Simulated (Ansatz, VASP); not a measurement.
## Tl in VASP and in Ansatz

File INCAR:

```
PREC = Accurate
ENCUT = 520
EDIFF = 1E-8
ISMEAR = -1
SIGMA = 0.05
LREAL = F
LASPH = T
NELM = 100
ALGO = Normal
ISIF = 2
LWAVE = F
LCHARG = F
GGA = CA
LEFG = T
NBANDS = 12
```

The input KPOINTS:

```
Automatic mesh
0
Gamma
  13 13 13
```

File POSCAR:

```
Tl
1.0
   -1.9604100000      1.9410000000      1.9410000000
    1.9410000000     -1.9604100000      1.9410000000
    1.9410000000      1.9410000000     -1.9604100000
Tl
1
Direct
    0.0000000000      0.0000000000      0.0000000000
```

Input for Ansatz:

```yaml
crystal:
  lattice:
    - [-1.96041, 1.941, 1.941]
    - [1.941, -1.96041, 1.941]
    - [1.941, 1.941, -1.96041]
  atoms:
    - { symbol: Tl, position: [0.0, 0.0, 0.0] }
kpoints:
  mp_grid: { grid: [13, 13, 13] }
scf:
  occupations: { method: fermi_dirac, width: 0.05 }
hamiltonian:
  xc: lda
  pseudopotentials: { kind: all_electron, datasets: crystal }
output:
  forces: true
  stress: true
  eigenvalues: true
  efg: { contact_densities: true }
```

Change from the starting cell: equal xy, yz and zx shear strains of -1 %, crystal datasets.

Alike in both runs: task electric field gradients; functional LDA; k mesh 13 × 13 × 13; occupations fermi-dirac, width 0.05 eV; no spin polarisation.

|  | VASP | Ansatz |
| --- | --- | --- |
| version | VASP 6.6.1 | Ansatz 0.2.0 |
| potentials or method | VASP PAW LDA potentials, release 64 (Tl_d), cutoff 520 eV | all-electron PAW with datasets made for the crystal, scalar-relativistic |

```csv
,VASP,Ansatz,Ansatz less VASP
pressure (GPa),-2.4,-2.5,-0.03
"traceless stress, the component that is largest in VASP (GPa)",0.06,0.06,0.000
size of Vzz on the site where it differs most (V/Å²),12.7,12.1,-0.57
```

LDA's correlation is that of Perdew and Zunger in VASP and of Perdew and Wang (1992) in Ansatz. Ansatz ran all-electron here, and VASP with PAW potentials.

Neither program's run includes spin-orbit coupling.
